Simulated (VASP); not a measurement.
Runs of VASP 6.6.1 on Nb. The structure is that of space group P6_3/mmc (No. 194), or close to it. The cells are those of the table. 

```csv
task,cell,k mesh,cutoff (eV),gap on the mesh (eV),pressure (GPa)
single point,"a = 2.938, b = 2.938, c = 10.810 Å, angles 90.0, 90.0, 120.0°, 4 atoms",14 × 14 × 4,520,none,-16.0
single point,"a = 2.829, b = 2.829, c = 10.409 Å, angles 90.0, 90.0, 120.0°, 4 atoms",17 × 17 × 4,520,none,(a)
relaxation of cell and atoms,"relaxed from a = 2.940, b = 2.940, c = 9.603 Å, angles 90.0, 90.0, 120.0°, 4 atoms",12 × 12 × 4,600,none,0.0
single point,"a = 2.903, b = 2.903, c = 10.679 Å, angles 90.0, 90.0, 120.0°, 4 atoms",14 × 14 × 4,520,none,-11.7
```

Alike in all rows: level PBEsol; potentials or basis VASP PAW PBE potentials, release 64 (Nb_sv); no spin polarisation; smearing fermi-dirac 0.1 eV.

Task: Estimate the missing entries.

Result: (a) -0.2.

Caveats: the PAW data sets were made with another functional, which shifts forces and pressure a little.

A k mesh can miss the band edges, and the runs leave out spin-orbit coupling on Nb.

A gap of «none» marks levels without a gap at the run's occupations.
